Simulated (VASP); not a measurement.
# HC12 (a cell with a defect) in VASP: further runs, part 2 of 2

VASP 6.6.1. The steps go on from the part before.

## Step 3: Single point, LDA

INCAR

```
ALGO = Normal
EDIFF = 1E-6
ENCUT = 520
ISIF = 2
ISMEAR = 0
LASPH = T
LCHARG = T
LELF = T
LREAL = F
LVHAR = T
LWAVE = F
NBANDS = 36
NELECT = 48.0
NELM = 60
PREC = Accurate
SIGMA = 0.05
```

KPOINTS

```
k-points
0
Gamma
  6 6 6
```

POSCAR

```
HC12
1.0
    1.7657489870     -3.5314979740     -1.7657489870
    3.5314979740     -1.7657489870      1.7657489870
   -1.7657489870     -3.5314979740      1.7657489870
C H
12 1
Direct
    0.2500000000      1.0000000000      0.2500000000
    0.0833333333      0.3333333333      0.7500000000
    0.9166666667      0.6666666667      0.2500000000
    0.7500000000      1.0000000000      0.7500000000
    0.5833333333      0.3333333333      0.2500000000
    0.4166666667      0.6666666667      0.7500000000
    0.9583333333      0.3333333333      0.1250000000
    0.7916666667      0.6666666667      0.6250000000
    0.6250000000      1.0000000000      0.1250000000
    0.4583333333      0.3333333333      0.6250000000
    0.2916666667      0.6666666667      0.1250000000
    0.1250000000      1.0000000000      0.6250000000
    1.0555555556      0.1388888889      0.4166666667
```

Potentials or basis: VASP PAW LDA potentials, release 64 (C, H).

Command:

```
$ cat potpaw_LDA.64/C/POTCAR potpaw_LDA.64/H/POTCAR > POTCAR
$ mpirun -np 1 vasp_std > vasp.out
```

OUTCAR:

```text
EDIFF = 1E-6
   ENCUT = 520
   ISIF = 2
   ISMEAR = 0
   LASPH = T
   LREAL = F
   NELECT = 48.0
   NELM = 60
   PREC = Accurate

 ion  position               nearest neighbor table
   1  0.250  0.000  0.250-  13 0.91  11 1.53   7 1.53  12 1.53   9 1.53
   2  0.083  0.333  0.750-  12 1.53   8 1.53  10 1.53   7 1.53
   3  0.917  0.667  0.250-   8 1.53   9 1.53  11 1.53   7 1.53
   4  0.750  0.000  0.750-   8 1.53   9 1.53  10 1.53  12 1.53
   5  0.583  0.333  0.250-   9 1.53   7 1.53  10 1.53  11 1.53
   6  0.417  0.667  0.750-   8 1.53  11 1.53  12 1.53  10 1.53
   7  0.958  0.333  0.125-  13 1.46   2 1.53   5 1.53   1 1.53   3 1.53
   8  0.792  0.667  0.625-   4 1.53   3 1.53   2 1.53   6 1.53
   9  0.625  0.000  0.125-   5 1.53   3 1.53   4 1.53   1 1.53
  10  0.458  0.333  0.625-   2 1.53   4 1.53   5 1.53   6 1.53
  11  0.292  0.667  0.125-   1 1.53   3 1.53   5 1.53   6 1.53
  12  0.125  0.000  0.625-  13 1.04   2 1.53   4 1.53   6 1.53   1 1.53
  13  0.056  0.139  0.417-   1 0.91  12 1.04   7 1.46

[... 216 lines left out ...]
  band No.  band energies     occupation
      1     -12.6012      2.00000
      2      -7.7896      2.00000
      3      -5.4594      2.00000
      4      -3.8611      2.00000
      5      -3.5042      2.00000
      6      -3.3233      2.00000
[... 925 lines left out ...]
     35      19.7807      0.00000
     36      20.8002      0.00000

 [... further k-points ...]
[... 5 lines left out ...]
  --------------------------------------------------------------------------------------
  -------------------------------------------------------------------------------------
  Total       -5.6884549     -5.7115618      0.4265557      4.7117556     -2.4026023     -2.3978730
  in kB     -137.9547805   -138.5151634     10.3447058    114.2681489    -58.2672250    -58.1525306
  external PRESSURE =     -88.7084127 kB  Pullay stress =       0.0000000 kB

 VOLUME and BASIS-vectors are now :
 -----------------------------------------------------------------------------
  energy-cutoff  :      520.00
  volume of cell :       66.06
      direct lattice vectors                 reciprocal lattice vectors
     1.765748987 -3.531497974 -1.765748987     0.047194326 -0.141582978 -0.235971630
     3.531497974 -1.765748987  1.765748987     0.188777304  0.000000000  0.188777304
    -1.765748987 -3.531497974  1.765748987    -0.141582978 -0.141582978  0.141582978

 POSITION                                       TOTAL-FORCE (eV/Angst)
 -----------------------------------------------------------------------------------
      0.00000     -1.76575      0.00000         3.253349      3.278107    -15.289017
     -0.00000     -3.53150      1.76575         0.198339     -0.693650      0.039857
      3.53150     -5.29725     -0.00000         0.038232     -0.069297      0.055572
      0.00000     -5.29725      0.00000        -0.666844      0.529949      0.441763
      1.76575     -3.53150      0.00000        -0.007348      0.075874      0.075503
      1.76575     -5.29725      1.76575         0.300009     -0.037571     -0.558513
      2.64862     -4.41437     -0.88287         1.688993      1.938970      0.527939
      2.64862     -6.18012      0.88287         0.022592     -0.068868      0.195234
      0.88287     -2.64862     -0.88287         0.231169     -0.581487      0.097013
      0.88287     -4.41437      0.88287        -0.054906      0.060099      0.183321
      2.64862     -2.64862      0.88287        -0.252240      0.341779      0.430611
     -0.88287     -2.64862      0.88287        -6.232610     -6.240899      1.795829
     -0.14715     -1.91289      0.88287         1.481263      1.466994     12.004888
 -----------------------------------------------------------------------------------
    total drift:                               -0.000178     -0.000189     -0.000276

  FREE ENERGIE OF THE ION-ELECTRON SYSTEM (eV)
  ---------------------------------------------------
  free  energy   TOTEN  =      -129.9729450758 eV

  energy  without entropy=     -129.9729450758  energy(sigma->0) =     -129.97294508
```

OSZICAR:

```text
N       E                     dE             d eps       ncg     rms          rms(c)
DAV:   1     0.104395377632E+03    0.10440E+03   -0.25599E+04  8064   0.131E+03
DAV:   2    -0.125849235419E+03   -0.23024E+03   -0.21780E+03 10500   0.259E+02
DAV:   3    -0.134642211423E+03   -0.87930E+01   -0.87323E+01 10656   0.465E+01
DAV:   4    -0.134736157856E+03   -0.93946E-01   -0.93717E-01 10432   0.540E+00
DAV:   5    -0.134738115252E+03   -0.19574E-02   -0.19558E-02 10352   0.714E-01    0.149E+01
DAV:   6    -0.131319213802E+03    0.34189E+01   -0.22908E+00  9320   0.722E+00    0.871E+00
DAV:   7    -0.129975139294E+03    0.13441E+01   -0.30700E+00  9700   0.834E+00    0.184E+00
DAV:   8    -0.129973228597E+03    0.19107E-02   -0.86117E-02 10196   0.149E+00    0.550E-01
DAV:   9    -0.129973000497E+03    0.22810E-03   -0.22862E-03  9996   0.287E-01    0.767E-02
DAV:  10    -0.129972945431E+03    0.55065E-04   -0.39384E-04 10048   0.101E-01    0.245E-02
DAV:  11    -0.129972944659E+03    0.77258E-06   -0.20578E-05 10348   0.273E-02    0.144E-02
DAV:  12    -0.129972945076E+03   -0.41704E-06   -0.43925E-06 10008   0.111E-02
   1 F= -.12997295E+03 E0= -.12997295E+03  d E =-.179857E-16
```

stdout:

```text
POSCAR found type information on POSCAR C H
 POSCAR found :  2 types and      13 ions
 scaLAPACK will be used
 LDA part: xc-table for (Slater(with rela. corr.)+CA(PZ))
 , standard interpolation
 POSCAR, INCAR and KPOINTS ok, starting setup
 FFT: planning ... GRIDC
 FFT: planning ... GRID_SOFT
 FFT: planning ... GRID
 WAVECAR not read
 entering main loop
 the old and the new charge density differ
 old charge density:    49.00000 new   48.00000
    0.149E+01
```

Run time: 4.5 min. Hardware: 1 thread of Intel Xeon 8259CL, shared host; peak memory 0.28 GiB.

What came out:

```yaml
Free_energy: -129.9729 eV
Largest_force: 15.971 eV/Å
```

Forces on the atoms (eV/Å):
```
C     3.253   3.278 -15.289
C     0.198  -0.694   0.040
C     0.038  -0.069   0.056
C    -0.667   0.530   0.442
C    -0.007   0.076   0.076
C     0.300  -0.038  -0.559
C     1.689   1.939   0.528
C     0.023  -0.069   0.195
C     0.231  -0.581   0.097
C    -0.055   0.060   0.183
C    -0.252   0.342   0.431
C    -6.233  -6.241   1.796
H     1.481   1.467  12.005
```

Levels at points of the mesh, in eV from the Fermi level:
```
           k point  band 20  band 21  band 22  band 23  band 24  band 25  band 26  band 27  band 28  band 29
(0.00, 0.00, 0.00)    -3.42    -3.18    -0.63    -0.43    -0.27     4.34     4.88     5.14     5.77     6.34
(0.50, 0.00, 0.00)    -5.31    -4.75    -4.38    -2.91    -2.11     5.06     5.61     5.89     6.79     7.89
(0.50, 0.50, 0.00)    -5.22    -4.76    -4.38    -2.99    -2.15     5.17     5.89     5.98     6.74     7.22
(0.00, 0.50, 0.00)    -5.21    -3.49    -3.18    -2.17    -1.47     4.06     4.41     6.01     7.15     7.61
(0.00, 0.00, 0.50)    -5.35    -2.64    -2.19    -2.03    -2.00     5.05     6.12     6.92     7.06     7.46
(0.50, 0.00, 0.50)    -4.01    -3.88    -3.67    -3.19    -3.10     4.09     4.37     5.22     5.77     5.97
(0.50, 0.50, 0.50)    -4.07    -3.98    -3.69    -3.18    -3.07     3.37     4.48     5.12     5.93     7.02
(0.00, 0.50, 0.50)    -5.28    -4.50    -4.37    -4.29    -4.11     4.60     5.37     5.79     5.98     6.17
```

Caveat: the cell carries a net charge on a neutralising background, which shifts energy and pressure; the cell is charged against a uniform background, so pressure and absolute levels hang on convention.
